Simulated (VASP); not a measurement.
Set up this calculation in VASP 6.6.1, as the native input.

```yaml
Task: single point
Functional: PBE
Potentials_or_basis: VASP PAW PBE potentials, release 64 (In_d)
Cutoff: 520 eV
k_mesh: 28 × 28 × 28
Occupations: fermi-dirac, width 0.0612256 eV
Spin: no spin polarisation
Dipole_correction: no
Further_INCAR_settings: ALGO = Normal; EDIFF = 1e-06; NBANDS = 20
```

The structure of In lies in POSCAR:

```
In
1.0
    0.0000000000      3.4103035881      3.4103035881
    3.4103035881      0.0000000000      3.4103035881
    3.4103035881      3.4103035881      0.0000000000
In
2
Direct
    0.0000000000      0.0000000000      0.0000000000
    0.2500000000      0.2500000000      0.2500000000
```

This isn't the form of In at room conditions, which is tetragonal.

The input as run:

INCAR

```
SYSTEM = In
ALGO     = Normal         ! electronic algorithm
EDIFF    = 1E-6           ! SCF threshold, eV
ENCUT    = 520            ! plane-wave cutoff, eV
GGA      = PE             ! functional
ISIF     = 2              ! what is computed and relaxed
ISMEAR   = -1             ! smearing method
LASPH    = .True.         ! aspherical terms in the spheres
LCHARG   = .False.        ! write CHGCAR
LREAL    = .False.        ! projectors in reciprocal space
LWAVE    = .False.        ! write WAVECAR
NBANDS   = 20             ! bands
NELM     = 80             ! most SCF steps
PREC     = Accurate       ! precision mode
SIGMA    = 0.06122561905347299 ! smearing width, eV
```

KPOINTS

```
k-points
0
Gamma
  28 28 28
  0 0 0
```

Potentials or basis: VASP PAW PBE potentials, release 64 (In_d).

The run is started by

```sh
$ cat potpaw_PBE.64/In_d/POTCAR > POTCAR
$ mpirun -np 1 vasp_std > vasp.out
```

It gave:

* Pressure: -0.7 GPa
* Band gap on the k mesh: zero (bands 13 and 14 overlap by 3.14 eV)

Caveat: spin-orbit coupling is left out, which moves the levels of the heavy elements.

Run time: 16 min on 1 thread of Oxide Virtual Turin-like Processor (shared host), peak memory 0.78 GiB.
